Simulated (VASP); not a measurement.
# Ta2N in VASP: notebook

Ta2N is run at these levels: PBE; tasks: single point.

Everything below comes from runs of VASP 6.6.1. Logs are shortened: lines on timing, memory, paths and dates and some standing lists are left out, and cuts for length are marked.

## (1) The cell of the first run

It takes space group P-3m1 (No. 164, trigonal). Conventional cell: a = 3.113 Å, b = 3.113 Å, c = 4.870 Å, α = 90.00°, β = 90.00°, γ = 120.00°. Within 3.2 Å of Ta (site symmetry 3m) lie 3 N at 2.18 Å and 12 Ta at 2.99 to 3.11 Å. N (site symmetry -3m) has 6 Ta at 2.18 Å within 2.9 Å.

## (2) Single point, PBE

INCAR

```
ALGO = Normal ; EDIFF = 1E-6
ENCUT = 520 ; GGA = PE
ISIF = 2 ; ISMEAR = 1
LASPH = T ; LCHARG = T
LELF = T ; LREAL = F
LVHAR = T ; LWAVE = F
NBANDS = 20 ; NELM = 100
PREC = Accurate ; SIGMA = 0.1
```

KPOINTS

```
k-points
0
Gamma
  12 12 7
```

POSCAR

```
Ta2N
1.0
    3.1128620000      0.0000000000      0.0000000000
   -1.5564310000      2.6958170000      0.0000000000
    0.0000000000      0.0000000000      4.8698410000
Ta N
2 1
Direct
    0.6666666667      0.3333333333      0.7452890000
    0.3333333333      0.6666666667      0.2547110000
    0.0000000000      0.0000000000      0.0000000000
```

Potentials or basis: VASP PAW PBE potentials, release 64 (Ta_pv, N).

Run with:

```
cat potpaw_PBE.64/Ta_pv/POTCAR potpaw_PBE.64/N/POTCAR > POTCAR
mpirun -np 1 vasp_std > vasp.out
```

OUTCAR:

```text
EDIFF = 1E-6
   ENCUT = 520
   GGA = PE
   ISIF = 2
   ISMEAR = 1
   LASPH = T
   LREAL = F
   NELM = 100
   PREC = Accurate

 ion  position               nearest neighbor table
   1  0.667  0.333  0.745-   3 2.18   3 2.18   3 2.18   2 2.99   2 2.99   2 2.99   2 3.06   2 3.06
                             2 3.06
   2  0.333  0.667  0.255-   3 2.18   3 2.18   3 2.18   1 2.99   1 2.99   1 2.99   1 3.06   1 3.06
                             1 3.06
   3  0.000  0.000  0.000-   2 2.18   1 2.18   2 2.18   1 2.18   1 2.18   2 2.18

  LATTYP: Found a hexagonal cell.
 ALAT       =     3.1128620000
 C/A-ratio  =     1.5644255993

  Lattice vectors:

 A1 = (   3.1128620000,   0.0000000000,   0.0000000000)
 A2 = (  -1.5564310000,   2.6958170000,   0.0000000000)
 A3 = (   0.0000000000,   0.0000000000,   4.8698410000)

Analysis of symmetry for initial positions (statically):
=====================================================================
 Subroutine PRICEL returns:
 Original cell was already a primitive cell.

 Routine SETGRP: Setting up the symmetry group for a
 hexagonal supercell.

 Subroutine GETGRP returns: Found 12 space group operations
 (whereof 12 operations were pure point group operations)
 out of a pool of 24 trial point group operations.

The static configuration has the point symmetry D_3d.

Analysis of symmetry for dynamics (positions and initial velocities):
=====================================================================
 Subroutine PRICEL returns:
 Original cell was already a primitive cell.

 Routine SETGRP: Setting up the symmetry group for a
 hexagonal supercell.

 Subroutine GETGRP returns: Found 12 space group operations
 (whereof 12 operations were pure point group operations)
 out of a pool of 24 trial point group operations.

The dynamic configuration has the point symmetry D_3d.

 Subroutine INISYM returns: Found 12 space group operations
 (whereof 12 operations are pure point group operations),
 and found     1 'primitive' translations

----------------------------------------------------------------------------------------

                                     Primitive cell

  volume of cell :      40.8663

  direct lattice vectors                    reciprocal lattice vectors
     3.112862000  0.000000000  0.000000000     0.321247778  0.185472530  0.000000000
    -1.556431000  2.695817000  0.000000000     0.000000000  0.370945060  0.000000000
     0.000000000  0.000000000  4.869841000     0.000000000  0.000000000  0.205345513

  length of vectors
     3.112862000  3.112861506  4.869841000     0.370945002  0.370945060  0.205345513

  position of ions in fractional coordinates (direct lattice)
     0.666666667  0.333333333  0.745289000
     0.333333333  0.666666667  0.254711000
     0.000000000  0.000000000  0.000000000

  ion indices of the primitive-cell ions
   primitive index   ion index
                 1           1
                 2           2
                 3           3

----------------------------------------------------------------------------------------

 KPOINTS: k-points

Automatic generation of k-mesh.
 Grid dimensions read from file:
 generate k-points for:   12   12    7

 Generating k-lattice:

  Cartesian coordinates                     Fractional coordinates (reciprocal lattice)
     0.026770648  0.015456044  0.000000000     0.083333333  0.000000000  0.000000000
     0.000000000  0.030912088  0.000000000     0.000000000  0.083333333  0.000000000
     0.000000000  0.000000000  0.029335073     0.000000000  0.000000000  0.142857143

  Length of vectors
     0.030912083  0.030912088  0.029335073

  Shift w.r.t. Gamma in fractional coordinates (k-lattice)
     0.000000000  0.000000000  0.000000000

 Subroutine IBZKPT returns following result:
 ===========================================

 Found    112 irreducible k-points:

 Following reciprocal coordinates:
            Coordinates               Weight
  0.000000  0.000000  0.000000      1.000000
  0.083333  0.000000  0.000000      6.000000
  0.166667  0.000000  0.000000      6.000000
  0.250000  0.000000  0.000000      6.000000
  0.333333  0.000000  0.000000      6.000000
  0.416667  0.000000  0.000000      6.000000
[... 16 lines left out ...]
  0.166667  0.000000  0.142857      6.000000
  0.000000  0.166667  0.142857      6.000000
 [... further k-points ...]
   k-points           NKPTS =    112   k-points in BZ     NKDIM =    112   number of bands    NBANDS=     20
   number of dos      NEDOS =    301   number of ions     NIONS =      3
   total plane-waves  NPLWV =  20736
   dimension x,y,z NGX =    24 NGY =   24 NGZ =   36
   dimension x,y,z NGXF=    48 NGYF=   48 NGZF=   72
   ions per type =               2   1
   NGX,Y,Z   is equivalent  to a cutoff of  12.82, 12.82, 12.29 a.u.
   NGXF,Y,Z  is equivalent  to a cutoff of  25.63, 25.63, 24.58 a.u.
 SYSTEM =  unknown system
   PREC   = accura    normal or accurate (medium, high low for compatibility)
   ISTART =      0    job   : 0-new  1-cont  2-samecut
   ICHARG =      2    charge: 1-file 2-atom 10-const
   ISPIN  =      1    spin polarized calculation?
   LNONCOLLINEAR =      F non collinear calculations
   LSORBIT =      F    spin-orbit coupling
   LASPH  =      T    aspherical Exc in radial PAW
   ENCUT  =  520.0 eV  38.22 Ry    6.18 a.u.   5.79  5.79  9.05*2*pi/ulx,y,z
   NELM   =    100;   NELMIN=  2; NELMDL= -5     # of ELM steps
   EDIFF  = 0.1E-05   stopping-criterion for ELM
   LREAL  =      F    real-space projection
   EDIFFG = 0.1E-04   stopping-criterion for IOM
   NSW    =      0    number of steps for IOM
   IBRION =     -1    ionic relax: 0-MD 1-quasi-New 2-CG
   NFREE  =      0    steps in history (QN), initial steepest desc. (CG)
   ISIF   =      2    stress and relaxation
   ISYM   =      2    0-nonsym 1-usesym 2-fastsym
   POTIM  = 0.5000    time-step for ionic-motion
   TEBEG  =    0.0;   TEEND  =   0.0 temperature during run
   PSTRESS=    0.0 pullay stress
   NELECT =      27.0000    total number of electrons
   NUPDOWN=      -1.0000    fix difference up-down
   EMIN   =  10.00;   EMAX   =-10.00  energy-range for DOS
   EFERMI =   0.00;   METHOD = LEGACY
   ISMEAR =     1;   SIGMA  =   0.10  broadening in eV -4-tet -1-fermi 0-gaus
   EFERMI_NEDOS =   21; number of points for ismear=-14 and -15
   IALGO  =     38    algorithm
   IMIX   =      4    mixing-type and parameters
     AMIX     =   0.40;   BMIX     =  1.00
     AMIX_MAG =   1.60;   BMIX_MAG =  1.00
  volume/ion in A,a.u.               =      13.62        91.93
  Fermi-wavevector in a.u.,A,eV,Ry     =   1.425852  2.694469 27.661372  2.033053
  Thomas-Fermi vector in A             =   2.546192
   LORBIT       =      0    0 simple, 1 ext, 2 COOP (PROOUT), +10 PAW based schemes
   GGA     = PE    functional components
   LHFCALC =     F    Hartree Fock is set to
   AEXX    =    0.0000 exact exchange contribution
   IVDW    =     0    specifies the selected vdW correction
   LEPSILON=     F    determine dielectric tensor
   LRPA    =     F    only Hartree local field effects (RPA)
 non-spin polarized calculation
 Methfessel and Paxton  Order N= 1 SIGMA  =   0.10
  energy-cutoff  :      520.00
  volume of cell :       40.87
 maximum number of plane-waves:      1116
   NGX = 11   NGY = 11   NGZ = 19

 number of electron      26.9999996 magnetization

 Free energy of the ion-electron system (eV)
  ---------------------------------------------------
  ext. energy  EPLUGINS =         0.00000000
  ---------------------------------------------------
  free energy    TOTEN  =       -34.38107051 eV

  energy without entropy =      -34.38165563  energy(sigma->0) =      -34.38126555

 E-fermi :   7.4315     XC(G=0): -12.8465

 val. band max:        7.4284841573   @ k =   0.0833   0.0000   0.0000
 cond. band min:       7.4488527162   @ k =   0.0833   0.0000   0.0000
 fundamental gap:      0.0203685590
 Fermi energy:         7.4314528392

 k-point     1 :       0.0000    0.0000    0.0000
  band No.  band energies     occupation
      1     -28.2213      2.00000
      2     -27.5113      2.00000
      3     -27.5113      2.00000
      4     -27.3860      2.00000
      5     -27.3860      2.00000
      6     -27.2677      2.00000
[... 12 lines left out ...]
     19       8.6218     -0.00000
     20      12.3902      0.00000

 k-point     2 :       0.0833    0.0000    0.0000
  band No.  band energies     occupation
      1     -28.2008      2.00000
      2     -27.5519      2.00000
      3     -27.5261      2.00000
      4     -27.4270      2.00000
      5     -27.3892      2.00000
      6     -27.2756      2.00000
[... 12 lines left out ...]
     19       9.1028     -0.00000
     20      12.3975      0.00000

 k-point     3 :       0.1667    0.0000    0.0000
  band No.  band energies     occupation
      1     -28.1424      2.00000
      2     -27.6634      2.00000
      3     -27.5642      2.00000
      4     -27.5349      2.00000
      5     -27.4001      2.00000
      6     -27.3002      2.00000
[... 12 lines left out ...]
     19      10.4294      0.00000
     20      12.1424      0.00000

 k-point     4 :       0.2500    0.0000    0.0000
  band No.  band energies     occupation
      1     -28.0553      2.00000
      2     -27.8157      2.00000
      3     -27.6733      2.00000
      4     -27.6129      2.00000
      5     -27.4179      2.00000
      6     -27.3426      2.00000
[... 12 lines left out ...]
     19      11.5982      0.00000
     20      11.9912      0.00000

 k-point     5 :       0.3333    0.0000    0.0000
  band No.  band energies     occupation
      1     -27.9929      2.00000
      2     -27.9275      2.00000
      3     -27.8041      2.00000
      4     -27.6591      2.00000
      5     -27.4378      2.00000
      6     -27.4009      2.00000
[... 12 lines left out ...]
     19      11.5890      0.00000
     20      12.8230      0.00000
[... 353 lines left out ...]
      6     -27.3141      2.00000
[... 12 lines left out ...]
     19       9.3357     -0.00000
     20      11.7460      0.00000

 k-point    22 :       0.0000    0.0833    0.1429
  band No.  band energies     occupation
      1     -28.1604      2.00000
      2     -27.5471      2.00000
      3     -27.5172      2.00000
      4     -27.4384      2.00000
      5     -27.3983      2.00000
      6     -27.3158      2.00000
[... 12 lines left out ...]
     19       9.5340      0.00000
     20      11.6798      0.00000

 k-point    23 :       0.1667    0.0000    0.1429
  band No.  band energies     occupation
      1     -28.1089      2.00000
      2     -27.6480      2.00000
      3     -27.5661      2.00000
      4     -27.5595      2.00000
      5     -27.4049      2.00000
      6     -27.3225      2.00000
[... 12 lines left out ...]
     19      10.2379      0.00000
     20      11.7744      0.00000

 k-point    24 :       0.0000    0.1667    0.1429
  band No.  band energies     occupation
      1     -28.1142      2.00000
      2     -27.6536      2.00000
      3     -27.5529      2.00000
      4     -27.5485      2.00000
      5     -27.4117      2.00000
      6     -27.3286      2.00000
[... 12 lines left out ...]
     19      10.8399      0.00000
     20      11.3851      0.00000

 [... further k-points ...]
[... 5 lines left out ...]
  --------------------------------------------------------------------------------------
  -------------------------------------------------------------------------------------
  Total       -0.2973635     -0.2973633     -0.1153378      0.0000000     -0.0000000      0.0000000
  in kB      -11.6582439    -11.6582389     -4.5218598      0.0000000     -0.0000000      0.0000000
  external PRESSURE =      -9.2794475 kB  Pullay stress =       0.0000000 kB

 VOLUME and BASIS-vectors are now :
 -----------------------------------------------------------------------------
  energy-cutoff  :      520.00
  volume of cell :       40.87
      direct lattice vectors                 reciprocal lattice vectors
     3.112862000  0.000000000  0.000000000     0.321247778  0.185472530  0.000000000
    -1.556431000  2.695817000  0.000000000     0.000000000  0.370945060  0.000000000
     0.000000000  0.000000000  4.869841000     0.000000000  0.000000000  0.205345513

 POSITION                                       TOTAL-FORCE (eV/Angst)
 -----------------------------------------------------------------------------------
      1.55643      0.89861      3.62944         0.000000     -0.000000      0.074979
     -0.00000      1.79721      1.24040        -0.000000      0.000000     -0.074979
      0.00000      0.00000      0.00000         0.000000      0.000000      0.000000
 -----------------------------------------------------------------------------------
    total drift:                               -0.000000      0.000000      0.000000

  FREE ENERGIE OF THE ION-ELECTRON SYSTEM (eV)
  ---------------------------------------------------
  free  energy   TOTEN  =       -34.3810705052 eV

  energy  without entropy=      -34.3816556276  energy(sigma->0) =      -34.38126555
```

Wall time 43 s (1 thread of AMD EPYC 9R45 (Zen 5), shared host); peak memory 0.19 GiB.

Results:

```yaml
Free_energy: -34.3811 eV
Pressure: -0.9 GPa
Largest_force: 0.075 eV/Å
Band_gap_on_the_k_mesh: zero (an odd number of electrons rules out a gap without spin polarisation)
```

Forces in eV/Å, atoms in the order of the input:
```
Ta   0.000  0.000  0.075
Ta   0.000  0.000 -0.075
N    0.000  0.000  0.000
```

Stress tensor (GPa, compression positive):
```
-1.17  0.00  0.00
 0.00 -1.17  0.00
 0.00  0.00 -0.45
```

Caveat: spin-orbit coupling is left out, which moves the levels of the heavy elements.

## (3) Single point, PBE

INCAR

```
SYSTEM = Ta2N
PREC     = Accurate       ! precision mode
ENCUT    = 520            ! plane-wave cutoff, eV
EDIFF    = 1E-6           ! SCF threshold, eV
ISMEAR   = 1              ! smearing method
SIGMA    = 0.1            ! smearing width, eV
LREAL    = .False.        ! projectors in reciprocal space
LASPH    = .True.         ! aspherical terms in the spheres
NELM     = 80             ! most SCF steps
ALGO     = Normal         ! electronic algorithm
ISIF     = 2              ! what is computed and relaxed
LWAVE    = .False.        ! write WAVECAR
LCHARG   = .False.        ! write CHGCAR
GGA      = PE             ! functional
NBANDS   = 20             ! bands
```

KPOINTS

```
regular mesh
0
Gamma
  12 12 7
  0 0 0
```

Edit POSCAR of step 2 so:

```diff
@@ -10,2 +10,2 @@
     0.3333333333      0.6666666667      0.2547110000
-    0.0000000000      0.0000000000      0.0000000000
+   -0.0321247778      0.0000000000      0.0000000000
```

Potentials or basis: VASP PAW PBE potentials, release 64 (Ta_pv, N).

Run with:

```
cat potpaw_PBE.64/Ta_pv/POTCAR potpaw_PBE.64/N/POTCAR > POTCAR
mpirun -np 1 vasp_std > vasp.out
```

It took 99 s on 1 thread of AMD EPYC 9R45 (Zen 5), shared host; peak memory 0.28 GiB.

The run converged. Its results:

```yaml
Free_energy: -34.3180 eV
Pressure: 0.0 GPa
Largest_force: 1.269 eV/Å
Band_gap_on_the_k_mesh: zero (an odd number of electrons rules out a gap without spin polarisation)
```

Forces on the atoms (eV/Å):
```
Ta  -0.634  0.090 -0.074
Ta  -0.634 -0.090  0.074
N    1.269  0.000  0.000
```

Stress tensor (GPa, compression positive):
```
 0.12  0.00  0.00
 0.00 -0.77 -0.61
 0.00 -0.61  0.65
```

Levels at points of the mesh, in eV from the Fermi level:
| k point | band 10 | band 11 | band 12 | band 13 | band 14 | band 15 | band 16 | band 17 | band 18 | band 19 |
| --- | --- | --- | --- | --- | --- | --- | --- | --- | --- | --- |
| (0.00, 0.00, 0.00) | -5.99 | -4.90 | -0.61 | -0.45 | -0.17 | 0.23 | 0.28 | 0.70 | 1.28 | 1.28 |
| (0.50, 0.00, 0.00) | -6.32 | -4.44 | -2.58 | -1.31 | 1.80 | 1.94 | 3.74 | 4.04 | 4.19 | 4.38 |
| (0.00, 0.50, 0.00) | -6.35 | -4.38 | -2.56 | -1.32 | 1.70 | 1.88 | 3.74 | 4.07 | 4.14 | 4.47 |

Caveat: spin-orbit coupling is left out, which moves the levels of the heavy elements; forces of over 1 eV/Å act on the atoms, so gaps and moduli don't describe the material at rest.

(Part 1 of 3 ends here.)

The gap in the log of VASP goes by the Fermi energy; the results here count the filled bands.